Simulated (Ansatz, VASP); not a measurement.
# K: VASP beside Ansatz

File INCAR:

```
PREC = Accurate
ENCUT = 520
EDIFF = 1E-6
ISMEAR = 0
SIGMA = 0.15
LREAL = False
LASPH = True
NELM = 100
ALGO = Fast
ISIF = 2
LWAVE = False
LCHARG = False
GGA = PE
NBANDS = 10
```

The input KPOINTS:

```
Automatic mesh
0
Gamma
  14 14 14
```

The input POSCAR:

```
K
1.0
   -2.7489000000      2.7489000000      2.5525500000
    2.7489000000     -2.7489000000      2.5525500000
    2.7489000000      2.7489000000     -2.5525500000
K
1
Direct
    0.0000000000      0.0000000000      0.0000000000
```

Input for Ansatz:

```yaml
crystal:
  lattice:
    - [-2.7489, 2.7489, 2.55255]
    - [2.7489, -2.7489, 2.55255]
    - [2.7489, 2.7489, -2.55255]
  atoms:
    - { symbol: K, position: [0.0, 0.0, 0.0] }
basis:
  ecutwfc: 420
kpoints:
  mp_grid: { grid: [14, 14, 14] }
hamiltonian:
  xc: pbe
scf:
  occupations: { method: gaussian, width: 0.15 }
output:
  forces: true
  stress: true
  eigenvalues: true
```

Change from the starting cell: strain +0.050 along x and y, -0.025 along z, atoms carried along.

Alike in both runs: task single point; functional PBE; k mesh 14 × 14 × 14; occupations gaussian, width 0.15 eV; no spin polarisation.

```csv
,VASP,Ansatz
version,VASP 6.6.1,Ansatz 0.2.0
potentials or method,"VASP PAW PBE potentials, release 64 (K_sv), cutoff 520 eV","scalar-relativistic, plane waves, PAW"
valence electrons in the cell,9,9
```

|  | VASP | Ansatz | Ansatz less VASP |
| --- | --- | --- | --- |
| gap on the k mesh at the Fermi level (eV) | none | none | - |
| pressure (GPa) | -0.1 | -0.1 | -0.01 |

A gap of «none» marks a metal or a gap that the smearing closes. With one functional, cell and mesh, what is left measures potentials, basis and numerics.
